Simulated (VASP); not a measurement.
Input of a VASP 6.6.1 run:

Contents of POSCAR:

```
Nb
1.0
   -1.6749698576      1.6749698576      1.6749698576
    1.6749698576     -1.6749698576      1.6749698576
    1.6749698576      1.6749698576     -1.6749698576
Nb
1
Direct
    0.0000000000      0.0000000000      0.0000000000
```

Contents of INCAR.step1:

```
PREC     = Accurate       # precision mode
ENCUT    = 550            # plane-wave cutoff, eV
ISMEAR   = -1             # smearing method
SIGMA    = 0.05           # smearing width, eV
LREAL    = F              # projectors in reciprocal space
LASPH    = T              # aspherical terms in the spheres
NELM     = 120            # most SCF steps
NBANDS   = 12             # bands
GGA      = PE             # functional
ALGO     = Normal         # electronic algorithm
EDIFF    = 1E-5           # SCF threshold, eV
LWAVE    = T              # write WAVECAR
LCHARG   = F              # write CHGCAR
GGA_COMPAT= F
```

The input INCAR.step2:

```
PREC     = Accurate       # precision mode
ENCUT    = 550            # plane-wave cutoff, eV
EDIFF    = 1E-6           # SCF threshold, eV
ISMEAR   = -1             # smearing method
SIGMA    = 0.05           # smearing width, eV
LREAL    = F              # projectors in reciprocal space
LASPH    = T              # aspherical terms in the spheres
NELM     = 120            # most SCF steps
ALGO     = Normal         # electronic algorithm
ISIF     = 2              # what is computed and relaxed
LWAVE    = F              # write WAVECAR
LCHARG   = F              # write CHGCAR
METAGGA  = R2SCAN         # meta-GGA
LMIXTAU  = T            
NBANDS   = 12             # bands
ISTART   = 1            
GGA_COMPAT= F
```

Contents of KPOINTS:

```
regular mesh
0
Gamma
  11 11 11
```

Potentials or basis: VASP PAW PBE potentials, release 64 (Nb_sv).

Command:

```bash
$ cat potpaw_PBE.64/Nb_sv/POTCAR > POTCAR
$ cp INCAR.step1 INCAR
$ mpirun -np 1 vasp_std > vasp.out
$ cp INCAR.step2 INCAR
$ mpirun -np 1 vasp_std > vasp.out
```

(1) Estimate the band gap on the k mesh.

(2) Estimate the pressure.

Results:

(1) zero (an odd number of electrons rules out a gap without spin polarisation).

(2) -6.6 GPa.

Caveat: the cell stands under tension; the PAW data sets were made with another functional, which shifts forces and pressure a little.
